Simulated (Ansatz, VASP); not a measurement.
## One calculation of W, two programs

Contents of POSCAR:

```
W
1.0
   -1.5851577801      1.5851577801      1.5851577801
    1.5851577801     -1.5851577801      1.5851577801
    1.5851577801      1.5851577801     -1.5851577801
W
1
Direct
    0.0000000000      0.0000000000      0.0000000000
```

Contents of INCAR.step1:

```
  ALGO = Normal
  EDIFF = 1E-4
  ENCUT = 600
  GGA = PE
  ISMEAR = 0
  LASPH = T
  LCHARG = F
  LREAL = F
  LWAVE = T
  NELM = 100
  PREC = Accurate
  SIGMA = 0.1
```

INCAR.step2

```
  ALGO = Normal
  EDIFF = 1E-7
  EDIFFG = -0.005
  ENCUT = 600
  IBRION = 2
  ISIF = 3
  ISMEAR = 0
  ISTART = 1
  LASPH = T
  LCHARG = F
  LMIXTAU = T
  LREAL = F
  LWAVE = F
  METAGGA = R2SCAN
  NELM = 100
  NSW = 100
  PREC = Accurate
  SIGMA = 0.1
```

The input KPOINTS:

```
k-points
0
Gamma
  18 18 18
```

Input for Ansatz:

```yaml
crystal:
  lattice:
    - [-1.5851577801, 1.5851577801, 1.5851577801]
    - [1.5851577801, -1.5851577801, 1.5851577801]
    - [1.5851577801, 1.5851577801, -1.5851577801]
  atoms:
    - { symbol: W, position: [0.0, 0.0, 0.0] }
basis:
  ecutwfc: 500
kpoints:
  mp_grid: { grid: [18, 18, 18] }
hamiltonian:
  xc: r2scan
scf:
  occupations: { method: gaussian, width: 0.1 }
output:
  forces: true
  stress: true
  eigenvalues: true
relax:
  adjacent_minimum: "off"
  f_tol: 0.005
  max_steps: 80
  cell: { stress_tol: 0.05 }
```

Alike in both runs: task relaxation of cell and atoms; functional r2SCAN; k mesh 18 × 18 × 18; occupations gaussian, width 0.1 eV; no spin polarisation.

|  | VASP | Ansatz |
| --- | --- | --- |
| version | VASP 6.6.1 | Ansatz 0.2.0 |
| potentials or method | VASP PAW PBE potentials, release 64 (W_sv), cutoff 600 eV | scalar-relativistic, plane waves, PAW |
| valence electrons in the cell | 14 | 14 |

```tsv
	VASP	Ansatz	Ansatz less VASP
gap on the k mesh at the Fermi level, each at its own relaxed structure (eV)	none	none	-
relaxed volume (Å³/atom)	15.97	15.90	-0.062
relaxed length of the cell vector where the two differ most in proportion (Å)	2.747	2.744	-0.0036
```

VASP's potentials were made for PBE, not for r2SCAN. A gap of «none» marks a metal or a gap that the smearing closes.

Spin-orbit coupling is off throughout.
